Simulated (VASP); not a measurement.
# GaN (P6/mmm) in VASP: settings compared, part 2 of 2

VASP 6.6.1.

## Step 5: Relaxation of cell and atoms, PBE0

This run uses another cell than the first one, of 40.16 Å³/atom, 0.970 times its volume.

Input file POSCAR:

```
GaN
1.0
    5.2303800000      0.0000000000      0.0000000000
   -2.6151900000      4.5296400000      0.0000000000
    0.0000000000      0.0000000000      3.3901000000
Ga N
1 1
Direct
    0.0000000000      0.0000000000      0.5000000000
    0.0000000000      0.0000000000      0.0000000000
```

Input file INCAR.step1:

```
SYSTEM = GaN
PREC = Accurate
ENCUT = 600
EDIFF = 1E-5
ISMEAR = -1
SIGMA = 0.05
LREAL = .False.
LASPH = .True.
NELM = 100
ALGO = Normal
LWAVE = .True.
LCHARG = .False.
GGA = PE
NBANDS = 16
```

Input file INCAR.step2:

```
SYSTEM = GaN
PREC = Accurate
ENCUT = 600
EDIFF = 1E-6
ISMEAR = -1
SIGMA = 0.05
LREAL = .False.
LASPH = .True.
NELM = 100
ALGO = Normal
ISIF = 3
LWAVE = .False.
LCHARG = .False.
GGA = PE
LHFCALC = .True.
AEXX = 0.25
PRECFOCK = Normal
IBRION = 2
NSW = 60
EDIFFG = -0.01
ISTART = 1
```

Input file KPOINTS:

```
Automatic mesh
0
Gamma
  3 3 4
  0 0 0
```

Potentials or basis: VASP PAW PBE potentials, release 64 (Ga_d, N).

The run is started by

```bash
> cat potpaw_PBE.64/Ga_d/POTCAR potpaw_PBE.64/N/POTCAR > POTCAR
> cp INCAR.step1 INCAR
> mpirun -np 1 vasp_std > vasp.out
> cp INCAR.step2 INCAR
> mpirun -np 1 vasp_std > vasp.out
```

OUTCAR:

```text
SYSTEM = GaN
   PREC = Accurate
   ENCUT = 600
   EDIFF = 1E-6
   ISMEAR = -1
   LREAL = .False.
   LASPH = .True.
   NELM = 100
   ISIF = 3
   GGA = PE
   LHFCALC = .True.
   AEXX = 0.25
   PRECFOCK = Normal
   IBRION = 2
   NSW = 60
   EDIFFG = -0.01
   ISTART = 1

 ion  position               nearest neighbor table
   1  0.000  0.000  0.500-   2 1.70   2 1.70
   2  0.000  0.000  0.000-   1 1.70   1 1.70

  LATTYP: Found a hexagonal cell.
 ALAT       =     5.2303800000
 C/A-ratio  =     0.6481555833

  Lattice vectors:

 A1 = (   5.2303800000,   0.0000000000,   0.0000000000)
 A2 = (  -2.6151900000,   4.5296400000,   0.0000000000)
 A3 = (   0.0000000000,   0.0000000000,   3.3901000000)

Analysis of symmetry for initial positions (statically):
=====================================================================
 Subroutine PRICEL returns:
 Original cell was already a primitive cell.

 Routine SETGRP: Setting up the symmetry group for a
 hexagonal supercell.

 Subroutine GETGRP returns: Found 24 space group operations
 (whereof 24 operations were pure point group operations)
 out of a pool of 24 trial point group operations.

The static configuration has the point symmetry D_6h.

Analysis of symmetry for dynamics (positions and initial velocities):
=====================================================================
 Subroutine PRICEL returns:
 Original cell was already a primitive cell.

 Routine SETGRP: Setting up the symmetry group for a
 hexagonal supercell.

 Subroutine GETGRP returns: Found 24 space group operations
 (whereof 24 operations were pure point group operations)
 out of a pool of 24 trial point group operations.

The dynamic configuration has the point symmetry D_6h.

 Subroutine INISYM returns: Found 24 space group operations
 (whereof 24 operations are pure point group operations),
 and found     1 'primitive' translations

[... 99 lines left out ...]
  volume/ion in A,a.u.               =      40.16       271.00
  Fermi-wavevector in a.u.,A,eV,Ry     =   0.994403  1.879150 13.453954  0.988838
  Thomas-Fermi vector in A             =   2.126352
   LORBIT       =      0    0 simple, 1 ext, 2 COOP (PROOUT), +10 PAW based schemes
   GGA     = PE    functional components
   LHFCALC =     T    Hartree Fock is set to
   PRECFOCK=normal    Normal, Fast or Accurate (Low or Medium for compatibility)
   ENCUT4O =  -1.0   cutoff for four orbital integrals eV
   NKREDX  =     1    reduce k-point grid by
   NKREDY  =     1    reduce k-point grid by
   NKREDZ  =     1    reduce k-point grid by
   AEXX    =    0.2500 exact exchange contribution
   HFSCREEN=    0.0000 screening length (either q_TF or 0.3 A-1)
   HFSCREENC=   0.0000 screening length for correlation (either q_TF or 0.3 A-1)
   ENCUTFOCK=  -1.0 apply spherical cutoff to Coloumb kernel
   IVDW    =     0    specifies the selected vdW correction
   LEPSILON=     F    determine dielectric tensor
   LRPA    =     F    only Hartree local field effects (RPA)
 conjugate gradient relaxation of ions
 non-spin polarized calculation
  energy-cutoff  :      600.00
  volume of cell :       80.32
 maximum number of plane-waves:      2701
 NGX is ok and might be reduce to    42
  NGX = 32; NGY = 32; NGZ = 24

--------------------------------------- Ionic step        1  -------------------------------------------

 number of electron      18.0000006 magnetization

 Free energy of the ion-electron system (eV)
  ---------------------------------------------------
  ext. energy  EPLUGINS =         0.00000000
  ---------------------------------------------------
  free energy    TOTEN  =       -12.72233783 eV

  energy without entropy =      -12.72233783  energy(sigma->0) =      -12.72233783

------------------------ aborting loop because EDIFF is reached ----------------------------------------

  FORCE on cell =-STRESS in cart. coord.  units (eV):
  Direction    XX          YY          ZZ          XY          YZ          ZX
  --------------------------------------------------------------------------------------
  -------------------------------------------------------------------------------------
  Total       -0.0042971     -0.0042971     -2.0157861      0.0000000      0.0000000      0.0000000
  in kB       -0.0857186     -0.0857186    -40.2110659      0.0000000      0.0000000      0.0000000
  external PRESSURE =     -13.4608344 kB  Pullay stress =       0.0000000 kB
[... 95 lines left out ...]
--------------------------------------- Ionic step        4  -------------------------------------------

 number of electron      18.0000008 magnetization

 Free energy of the ion-electron system (eV)
  ---------------------------------------------------
  ext. energy  EPLUGINS =         0.00000000
  ---------------------------------------------------
  free energy    TOTEN  =       -12.73168029 eV

  energy without entropy =      -12.73168029  energy(sigma->0) =      -12.73168029

 E-fermi :  -2.2134     XC(G=0):  -4.2929

 val. band max:       -3.3717606611   @ k =   0.0000   0.0000   0.5000
 cond. band min:      -0.1190431768   @ k =   0.0000   0.0000   0.0000
 fundamental gap:      3.2527174843
 Fermi energy:        -2.2133919462

 k-point     1 :       0.0000    0.0000    0.0000
  band No.  band energies     occupation
      1     -21.7221      2.00000
      2     -19.8721      2.00000
      3     -19.8721      2.00000
      4     -19.6788      2.00000
      5     -19.6787      2.00000
      6     -16.3320      2.00000
      7      -7.2335      2.00000
      8      -5.2482      2.00000
      9      -5.2482      2.00000
     10      -0.1190      0.00000
     11       4.9036      0.00000
     12       6.7086      0.00000
     13       6.7086      0.00000
[... 155 lines left out ...]
  FREE ENERGIE OF THE ION-ELECTRON SYSTEM (eV)
  ---------------------------------------------------
  free  energy   TOTEN  =       -12.7316802900 eV

  energy  without entropy=      -12.7316802899  energy(sigma->0) =      -12.73168029

 reached required accuracy - stopping structural energy minimisation
```

It took 28 min on 1 thread of Intel Xeon 6975P-C, shared host; peak memory 0.25 GiB.

What came out:

```
Free energy                            : -12.7317 eV
Relaxed volume                         : 39.79 Å³/atom
Relaxed cell                           : a = 5.230 Å, b = 5.230 Å, c = 3.359 Å, α = 90.00°, β = 90.00°, γ = 120.00°
Space group after relaxing (to 0.05 Å) : P6/mmm (No. 191)
Energy gained by relaxing              : 4.7 meV/atom
Ionic steps                            : 4
Pressure after relaxing                : 0.0 GPa
Band gap on the k mesh                 : 3.25 eV, indirect (least direct gap 5.13 eV)
```

The path:
```
step  energy change (eV)  largest force (eV/Å)  pressure (GPa)  volume (Å³)
   1              0.0000                0.0000           -1.35        80.32
   2              0.1934                0.0000            7.23        76.40
   3             -0.0093                0.0000           -0.12        79.62
   4             -0.0093                0.0000           -0.01        79.59
```

Final structure:
```
CELL_PARAMETERS angstrom
5.23028 0.00000 0.00000
-2.61514 4.52955 0.00000
0.00000 0.00000 3.35934
ATOMIC_POSITIONS crystal
Ga 0.00000 0.00000 0.50000
N 0.00000 0.00000 0.00000
```

Levels at points of the mesh, in eV from the valence-band top:
```tsv
k point	band 5	band 6	band 7	band 8	band 9	band 10	band 11	band 12	band 13
(0.00, 0.00, 0.00)	-16.31	-12.96	-3.86	-1.88	-1.88	3.25	8.28	10.08	10.08
(0.00, 0.00, 0.50)	-16.43	-14.31	-6.78	0.00	0.00	6.52	6.52	7.46	8.34
```

Caveat: the k points lie up to 0.47 Å⁻¹ apart in the final cell; the PAW data sets were made with another functional, which shifts forces and pressure a little.

## Step 6: Relaxation of cell and atoms, HF

This run uses another cell than the first one, of 40.16 Å³/atom, 0.970 times its volume.

POSCAR is that of step 5.

Edit INCAR.step1 of step 5 so:

```diff
@@ -8,3 +8,3 @@
 LASPH = .True.
-NELM = 100
+NELM = 60
 ALGO = Normal
```

Input file INCAR.step2:

```
SYSTEM = GaN
PREC = Accurate
ENCUT = 600
EDIFF = 1E-7
ISMEAR = -1
SIGMA = 0.05
LREAL = .False.
LASPH = .True.
NELM = 60
ALGO = Normal
ISIF = 3
LWAVE = .False.
LCHARG = .False.
GGA = PE
LHFCALC = .True.
AEXX = 1.0
ALDAC = 0.0
AGGAC = 0.0
PRECFOCK = Normal
IBRION = 2
NSW = 60
EDIFFG = -0.01
ISTART = 1
```

KPOINTS is that of step 5.

Potentials or basis: VASP PAW PBE potentials, release 64 (Ga_d, N).

The run is started by

```bash
> cat potpaw_PBE.64/Ga_d/POTCAR potpaw_PBE.64/N/POTCAR > POTCAR
> cp INCAR.step1 INCAR
> mpirun -np 1 vasp_std > vasp.out
> cp INCAR.step2 INCAR
> mpirun -np 1 vasp_std > vasp.out
```

Wall time 57 min (1 thread of Oxide Virtual Turin-like, shared host); peak memory 0.2 GiB.

Results (log left out):

```yaml
Free_energy: -21.2278 eV
Relaxed_volume: 39.97 Å³/atom
Relaxed_cell: a = 5.231 Å, b = 5.231 Å, c = 3.374 Å, α = 90.00°, β = 90.00°, γ = 120.00°
Space_group_after_relaxing_to_0.05_Å: P6/mmm (No. 191)
Energy_gained_by_relaxing: 1.4 meV/atom
Ionic_steps: 4
Pressure_after_relaxing: 0.0 GPa
Band_gap_on_the_k_mesh: 8.67 eV, indirect (least direct gap 10.73 eV)
```

Step by step:
```tsv
step	energy change (eV)	largest force (eV/Å)	pressure (GPa)	volume (Å³)
1	0.0000	0.0000	-0.75	80.32
2	0.0666	0.0000	4.13	78.13
3	-0.0028	0.0000	-0.01	79.95
4	-0.0028	0.0000	0.02	79.94
```

Final structure:
```
Ga N
1.0
     5.23064    0.00000    0.00000
    -2.61532    4.52987    0.00000
     0.00000    0.00000    3.37387
Ga N
1 1
Direct
  0.00000 0.00000 0.50000
  0.00000 0.00000 0.00000
```

Levels at points of the mesh, in eV from the valence-band top:
| k point | band 6 | band 7 | band 8 | band 9 | band 10 | band 11 | band 12 | band 13 |
| --- | --- | --- | --- | --- | --- | --- | --- | --- |
| (0.00, 0.00, 0.00) | -17.01 | -4.01 | -2.06 | -2.06 | 8.67 | 14.79 | 15.06 | 15.06 |
| (0.00, 0.00, 0.50) | -17.87 | -7.32 | 0.00 | 0.00 | 12.71 | 12.89 | 12.89 | 13.31 |

Caveat: the k points lie up to 0.47 Å⁻¹ apart in the final cell; the PAW data sets were made with another functional, which shifts forces and pressure a little. A k mesh can miss the band edges.

## Step 7: Overview

```csv
task,level,cell,cutoff (eV),screening parameter,share of exact exchange,gap on the mesh (eV),pressure (GPa),relaxed volume (Å³/atom)
single point,HSE06,"a = 5.327, b = 5.327, c = 3.367 Å, angles 90.0, 90.0, 120.0°, 2 atoms",520,0.2079 1/Å,-,2.51,-0.3,-
single point,PBEsol-based global hybrid,"a = 5.230, b = 5.230, c = 3.390 Å, angles 90.0, 90.0, 120.0°, 2 atoms",520,-,0.25,3.14,-2.0,-
single point,PBE0,"a = 5.440, b = 5.440, c = 3.367 Å, angles 90.0, 90.0, 120.0°, 2 atoms",520,-,-,3.33,-0.3,-
relaxation of cell and atoms,PBE0,"relaxed from a = 5.230, b = 5.230, c = 3.390 Å, angles 90.0, 90.0, 120.0°, 2 atoms",600,-,-,3.25,0.0,39.79
relaxation of cell and atoms,HF,"relaxed from a = 5.230, b = 5.230, c = 3.390 Å, angles 90.0, 90.0, 120.0°, 2 atoms",600,-,-,8.67,0.0,39.97
```

Alike in all rows: potentials or basis VASP PAW PBE potentials, release 64 (Ga_d, N); no spin polarisation; k mesh 3 × 3 × 4; smearing fermi-dirac 0.05 eV.

Caveats: all runs use coarse meshes; the PAW data sets were made with another functional, which shifts forces and pressure a little.

Total energies depend on the potentials used, so only differences within one code and one set of settings carry meaning.
